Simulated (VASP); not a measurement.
Write the native input for VASP 6.6.1 that does the following.

- Task: single point
- Functional: PBEsol
- Potentials or basis: VASP PAW PBE potentials, release 64 (Zn, Cu)
- Cutoff: 520 eV
- k mesh: 14 × 14 × 14
- Occupations: gaussian, width 0.1 eV
- Spin: no spin polarisation
- Dipole correction: no
- Further INCAR settings: ALGO = Normal; EDIFF = 1e-06; NBANDS = 18

The structure of ZnCu lies in POSCAR:

```
ZnCu
1.0
    2.7865745049      0.0000000000      0.0000000000
    0.0000000000      2.7865745049      0.0000000000
    0.0000000000      0.0000000000      2.7865745049
Zn Cu
1 1
Direct
    0.5000000000      0.5000000000      0.5000000000
    0.0000000000      0.0000000000      0.0000000000
```

The input as run:

INCAR

```
PREC = Accurate
ENCUT = 520
EDIFF = 1E-6
ISMEAR = 0
SIGMA = 0.1
LREAL = False
LASPH = True
NELM = 100
ALGO = Normal
ISIF = 2
LWAVE = False
LCHARG = False
GGA = PS
NBANDS = 18
```

KPOINTS

```
regular mesh
0
Gamma
  14 14 14
```

Potentials or basis: VASP PAW PBE potentials, release 64 (Zn, Cu).

Run with:

```bash
$ cat potpaw_PBE.64/Zn/POTCAR potpaw_PBE.64/Cu/POTCAR > POTCAR
$ mpirun -np 1 vasp_std > vasp.out
```

It gave:

```json
{
 "Pressure": "25.1 GPa",
 "Band gap on the k mesh": "zero (an odd number of electrons rules out a gap without spin polarisation)"
}
```

Caveat: the cell stands under pressure; the PAW data sets were made with another functional, which shifts forces and pressure a little.

Wall time 21 s on 1 thread of Intel(R) Xeon(R) Platinum 8488C (Sapphire Rapids), with other jobs on the host, peak memory 0.17 GiB.
